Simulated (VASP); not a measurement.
# MgB2 (P6/mmm) in VASP: a series of runs

The runs below take MgB2 through single point, with BLYP+D3(BJ), BLYP+D4.

Everything below comes from runs of VASP 6.6.1. Logs are shortened: lines on timing, memory, paths and dates and some standing lists are left out, and cuts for length are marked.

## Step 1: The cell of the first run

The structure is hexagonal, space group P6/mmm (No. 191). Conventional cell: a = 3.029 Å, b = 3.029 Å, c = 3.417 Å, α = 90.00°, β = 90.00°, γ = 120.00°. Mg (site symmetry 6/mmm) has 12 B at 2.44 Å and 6 Mg at 3.03 Å within 3.2 Å. B (site symmetry -6m2) has 3 B at 1.75 Å within 2.3 Å.

## Step 2: Single point, BLYP+D3(BJ)

Contents of INCAR:

```
SYSTEM = MgB2
AGGAC = 1.0
AGGAX = 1.0
ALDAC = 0.0
ALDAX = 1.0
ALGO = Normal
EDIFF = 1E-6
ENCUT = 520
GGA = B5
ISIF = 2
ISMEAR = -1
IVDW = 12
LASPH = .True.
LCHARG = .False.
LREAL = .False.
LWAVE = .False.
NBANDS = 11
NELM = 80
PREC = Accurate
SIGMA = 0.05
VDW_A1 = 0.4298
VDW_A2 = 4.2359
VDW_S6 = 1.0
VDW_S8 = 2.6996
```

Contents of KPOINTS:

```
k-points
0
Gamma
  10 10 8
  0 0 0
```

Contents of POSCAR:

```
MgB2
1.0
    3.0285854971      0.0000000000      0.0000000000
   -1.5142927486      2.6228319780      0.0000000000
    0.0000000000      0.0000000000      3.4174797634
Mg B
1 2
Direct
    0.0000000000      0.0000000000      0.0000000000
    0.6666666667      0.3333333333      0.5000000000
    0.3333333333      0.6666666667      0.5000000000
```

Potentials or basis: VASP PAW PBE potentials, release 64 (Mg, B).

Launch:

```sh
> cat potpaw_PBE.64/Mg/POTCAR potpaw_PBE.64/B/POTCAR > POTCAR
> mpirun -np 1 vasp_std > vasp.out
```

OUTCAR:

```text
SYSTEM = MgB2
   EDIFF = 1E-6
   ENCUT = 520
   GGA = B5
   ISIF = 2
   ISMEAR = -1
   IVDW = 12
   LASPH = .True.
   LREAL = .False.
   NELM = 80
   PREC = Accurate
 IVDW          = 12

 ion  position               nearest neighbor table
   1  0.000  0.000  0.000-   2 2.44   3 2.44   2 2.44   3 2.44   2 2.44   2 2.44   3 2.44   3 2.44
                             2 2.44   2 2.44   3 2.44   3 2.44
   2  0.667  0.333  0.500-   3 1.75   3 1.75   3 1.75   1 2.44   1 2.44   1 2.44   1 2.44   1 2.44
                             1 2.44
   3  0.333  0.667  0.500-   2 1.75   2 1.75   2 1.75   1 2.44   1 2.44   1 2.44   1 2.44   1 2.44
                             1 2.44

  LATTYP: Found a hexagonal cell.
 ALAT       =     3.0285854971
 C/A-ratio  =     1.1284078877

  Lattice vectors:

 A1 = (   3.0285854971,   0.0000000000,   0.0000000000)
 A2 = (  -1.5142927486,   2.6228319780,   0.0000000000)
 A3 = (   0.0000000000,   0.0000000000,   3.4174797634)

Analysis of symmetry for initial positions (statically):
=====================================================================
 Subroutine PRICEL returns:
 Original cell was already a primitive cell.

 Routine SETGRP: Setting up the symmetry group for a
 hexagonal supercell.

 Subroutine GETGRP returns: Found 24 space group operations
 (whereof 24 operations were pure point group operations)
 out of a pool of 24 trial point group operations.

The static configuration has the point symmetry D_6h.

Analysis of symmetry for dynamics (positions and initial velocities):
=====================================================================
 Subroutine PRICEL returns:
 Original cell was already a primitive cell.

 Routine SETGRP: Setting up the symmetry group for a
 hexagonal supercell.

 Subroutine GETGRP returns: Found 24 space group operations
 (whereof 24 operations were pure point group operations)
 out of a pool of 24 trial point group operations.

The dynamic configuration has the point symmetry D_6h.

 Subroutine INISYM returns: Found 24 space group operations
 (whereof 24 operations are pure point group operations),
 and found     1 'primitive' translations

----------------------------------------------------------------------------------------

                                     Primitive cell

  volume of cell :      27.1467

  direct lattice vectors                    reciprocal lattice vectors
     3.028585497  0.000000000  0.000000000     0.330187145  0.190633637  0.000000000
    -1.514292749  2.622831978  0.000000000     0.000000000  0.381267275  0.000000000
     0.000000000  0.000000000  3.417479763     0.000000000  0.000000000  0.292613291

  length of vectors
[... 97 lines left out ...]
   EMIN   =  10.00;   EMAX   =-10.00  energy-range for DOS
   EFERMI =   0.00;   METHOD = LEGACY
   ISMEAR =    -1;   SIGMA  =   0.05  broadening in eV -4-tet -1-fermi 0-gaus
   EFERMI_NEDOS =   21; number of points for ismear=-14 and -15
   IALGO  =     38    algorithm
   IMIX   =      4    mixing-type and parameters
     AMIX     =   0.40;   BMIX     =  1.00
     AMIX_MAG =   1.60;   BMIX_MAG =  1.00
  volume/ion in A,a.u.               =       9.05        61.06
  Fermi-wavevector in a.u.,A,eV,Ry     =   1.089430  2.058725 16.148185  1.186858
  Thomas-Fermi vector in A             =   2.225633
   LORBIT       =      0    0 simple, 1 ext, 2 COOP (PROOUT), +10 PAW based schemes
   GGA     = B5    functional components
   LHFCALC =     F    Hartree Fock is set to
   AEXX    =    0.0000 exact exchange contribution
   IVDW    =    12    specifies the selected vdW correction
   LEPSILON=     F    determine dielectric tensor
   LRPA    =     F    only Hartree local field effects (RPA)
 non-spin polarized calculation
  energy-cutoff  :      520.00
  volume of cell :       27.15
 maximum number of plane-waves:       749
 NGX is ok and might be reduce to    24
   NGX = 11   NGY = 11   NGZ = 13

 number of electron       8.0000000 magnetization

 Free energy of the ion-electron system (eV)
  ---------------------------------------------------
  ext. energy  EPLUGINS =         0.00000000
  ---------------------------------------------------
  free energy    TOTEN  =       -13.37630632 eV

  energy without entropy =      -13.37147418  energy(sigma->0) =      -13.37389025

 E-fermi :   6.2571     XC(G=0): -10.5709

 val. band max:        6.1894075056   @ k =   0.4000   0.0000   0.5000
 cond. band min:       6.2726668773   @ k =   0.4000   0.2000   0.1250
 fundamental gap:      0.0832593717
 Fermi energy:         6.2570719792

 k-point     1 :       0.0000    0.0000    0.0000
  band No.  band energies     occupation
      1      -6.4837      2.00000
      2       3.3089      2.00000
      3       6.4821      0.02196
      4       6.4821      0.02196
      5       8.4309      0.00000
      6      12.7826      0.00000
      7      12.7826      0.00000
      8      14.8846      0.00000
      9      16.5654      0.00000
     10      19.7776      0.00000
     11      23.1465      0.00000
[... 309 lines left out ...]
 k-point    24 :       0.4000    0.1000    0.1250
  band No.  band energies     occupation
      1      -2.7766      2.00000
      2      -0.9898      2.00000
      3       3.2695      2.00000
      4       5.6091      2.00000
      5       8.6180      0.00000
      6      11.7881      0.00000
      7      13.2211      0.00000
      8      15.1419      0.00000
      9      17.0948      0.00000
     10      20.4020      0.00000
     11      21.2213      0.00000

 [... further k-points ...]

------------------------ aborting loop because EDIFF is reached ----------------------------------------

 Edisp (eV)   -1.96433

 E8    (eV) :    -1.3643

  FORCE on cell =-STRESS in cart. coord.  units (eV):
  Direction    XX          YY          ZZ          XY          YZ          ZX
  --------------------------------------------------------------------------------------
  -------------------------------------------------------------------------------------
  Total      -0.02631    -0.02631    -0.05764     0.00000    -0.00000    -0.00000
  in kB      -1.55278    -1.55278    -3.40206     0.00000    -0.00000    -0.00000
  external pressure =       -2.17 kB  Pullay stress =        0.00 kB

 VOLUME and BASIS-vectors are now :
 -----------------------------------------------------------------------------
  energy-cutoff  :      520.00
  volume of cell :       27.15
      direct lattice vectors                 reciprocal lattice vectors
     3.028585497  0.000000000  0.000000000     0.330187145  0.190633637  0.000000000
    -1.514292749  2.622831978  0.000000000     0.000000000  0.381267275  0.000000000
     0.000000000  0.000000000  3.417479763     0.000000000  0.000000000  0.292613291

 POSITION                                       TOTAL-FORCE (eV/Angst)
 -----------------------------------------------------------------------------------
      0.00000      0.00000      0.00000         0.000000     -0.000000      0.000000
      1.51429      0.87428      1.70874        -0.000000      0.000000     -0.000000
     -0.00000      1.74855      1.70874         0.000000     -0.000000      0.000000
 -----------------------------------------------------------------------------------
    total drift:                                0.000000     -0.000000      0.000000

  FREE ENERGIE OF THE ION-ELECTRON SYSTEM (eV)
  ---------------------------------------------------
  free  energy   TOTEN  =       -15.3406329330 eV

  energy  without entropy=      -15.3358007916  energy(sigma->0) =      -15.33821686
```

OSZICAR:

```text
N       E                     dE             d eps       ncg     rms          rms(c)
DAV:   1     0.642993839165E+01    0.64299E+01   -0.37253E+03  1668   0.605E+02
DAV:   2    -0.148659035831E+02   -0.21296E+02   -0.19921E+02  2046   0.110E+02
DAV:   3    -0.154424226483E+02   -0.57652E+00   -0.57130E+00  2021   0.146E+01
DAV:   4    -0.154439411071E+02   -0.15185E-02   -0.15173E-02  1770   0.761E-01
DAV:   5    -0.154439460079E+02   -0.49008E-05   -0.48999E-05  1920   0.466E-02    0.573E+00
DAV:   6    -0.137053249595E+02    0.17386E+01   -0.20970E+00  1726   0.711E+00    0.281E+00
DAV:   7    -0.133787280973E+02    0.32660E+00   -0.14100E+00  1813   0.574E+00    0.823E-01
DAV:   8    -0.133830463960E+02   -0.43183E-02   -0.11892E-01  1719   0.198E+00    0.429E-01
DAV:   9    -0.133764920121E+02    0.65544E-02   -0.17112E-02  1699   0.677E-01    0.867E-02
DAV:  10    -0.133762924883E+02    0.19952E-03   -0.13928E-03  1840   0.211E-01    0.276E-02
DAV:  11    -0.133763062516E+02   -0.13763E-04   -0.37891E-05  1669   0.496E-02    0.278E-03
DAV:  12    -0.133763063206E+02   -0.69039E-07   -0.13600E-07  1209   0.283E-03
   1 F= -.15340633E+02 E0= -.15338217E+02  d E =-.483214E-02
```

stdout:

```text
POSCAR found type information on POSCAR MgB
 POSCAR found :  2 types and       3 ions
 scaLAPACK will be used
 -----------------------------------------------------------------------------
|                                                                             |
|                                                                             |
|     You enforced a specific xc type in the INCAR file but a different       |
|     I HOPE YOU KNOW WHAT YOU ARE DOING!                                     |
|                                                                             |
 -----------------------------------------------------------------------------

 LDA part: xc-table for (Slater(with rela. corr.)+VWN5), standard interpolation
 POSCAR, INCAR and KPOINTS ok, starting setup
 FFT: planning ... GRIDC
 FFT: planning ... GRID_SOFT
 FFT: planning ... GRID
 WAVECAR not read
 entering main loop
```

Run time: 21 s. Hardware: 1 thread of AMD EPYC 7R13 (Zen 3), shared host; peak memory 0.14 GiB.

What came out:

```yaml
Free_energy: -15.3406 eV
Pressure: -0.2 GPa
Band_gap_on_the_k_mesh: zero (bands 4 and 5 overlap by 2.56 eV)
Dispersion_energy_per_atom: -0.655 eV
```

Levels at points of the mesh, in eV from the Fermi level:
```csv
k point,band 1,band 2,band 3,band 4,band 5,band 6,band 7,band 8,band 9
"(0.00, 0.00, 0.00)",-12.74,-2.95,0.23,0.23,2.17,6.53,6.53,8.63,10.31
"(0.50, 0.00, 0.00)",-8.76,-8.06,-2.35,0.23,3.28,4.14,5.94,7.81,13.38
"(0.00, 0.00, 0.50)",-11.35,-7.63,0.64,0.64,6.85,6.85,8.17,10.64,10.88
"(0.50, 0.00, 0.50)",-7.70,-7.08,-3.68,-2.05,-1.29,6.20,9.29,9.34,14.05
```

Caveat: the PAW data sets were made with another functional, which shifts forces and pressure a little.

## Step 3: Single point, BLYP+D4

This run uses another cell than the first one, of 9.21 Å³/atom.

Contents of INCAR:

```
SYSTEM = MgB2
AGGAC = 1.0 ; AGGAX = 1.0
ALDAC = 0.0 ; ALDAX = 1.0
ALGO = Normal ; EDIFF = 1E-6
ENCUT = 520 ; GGA = B5
ISIF = 2 ; ISMEAR = -1
IVDW = 13 ; LASPH = .TRUE.
LCHARG = .TRUE. ; LELF = .TRUE.
LREAL = .FALSE. ; LVHAR = .TRUE.
LWAVE = .FALSE. ; NBANDS = 11
NELM = 60 ; PREC = Accurate
SIGMA = 0.05 ; VDW_A1 = 0.44488865
VDW_A2 = 4.0933009 ; VDW_S6 = 1.0
VDW_S8 = 2.34076671
```

Contents of KPOINTS:

```
k-points
0
G
  10 10 8
  0 0 0
```

Contents of POSCAR:

```
MgB2
1.0
    3.0486665717      0.0000000000      0.0000000000
   -1.5243332858      2.6402226988      0.0000000000
    0.0000000000      0.0000000000      3.4313783445
Mg B
1 2
Direct
    0.0000000000      0.0000000000      0.0000000000
    0.6666666667      0.3333333333      0.5000000000
    0.3333333333      0.6666666667      0.5000000000
```

Potentials or basis: VASP PAW PBE potentials, release 64 (Mg, B).

Launch:

```sh
> cat potpaw_PBE.64/Mg/POTCAR potpaw_PBE.64/B/POTCAR > POTCAR
> mpirun -np 1 vasp_std > vasp.out
```

Wall time 22 s (1 thread of AMD EPYC 7R13 (Zen 3), shared host); peak memory 0.13 GiB.

It converged, with:

* Free energy: -14.7159 eV
* Pressure: -0.2 GPa
* Band gap on the k mesh: zero (bands 4 and 5 overlap by 2.55 eV)
* Dispersion energy per atom: -0.437 eV

Stress tensor (GPa, compression positive):
```
-0.17  0.00  0.00
 0.00 -0.17  0.00
 0.00  0.00 -0.33
```

Levels at points of the mesh, in eV from the Fermi level:
```
           k point  band 1  band 2  band 3  band 4  band 5  band 6  band 7  band 8
(0.00, 0.00, 0.00)  -12.63   -2.89    0.20    0.20    2.17    6.42    6.42    8.39
(0.50, 0.00, 0.00)   -8.71   -7.98   -2.34    0.26    3.26    4.07    5.89    7.67
(0.00, 0.00, 0.50)  -11.26   -7.54    0.61    0.61    6.76    6.76    8.04   10.33
(0.50, 0.00, 0.50)   -7.67   -7.01   -3.63   -2.03   -1.28    6.05    9.11    9.21
```

Caveat: the PAW data sets were made with another functional, which shifts forces and pressure a little.
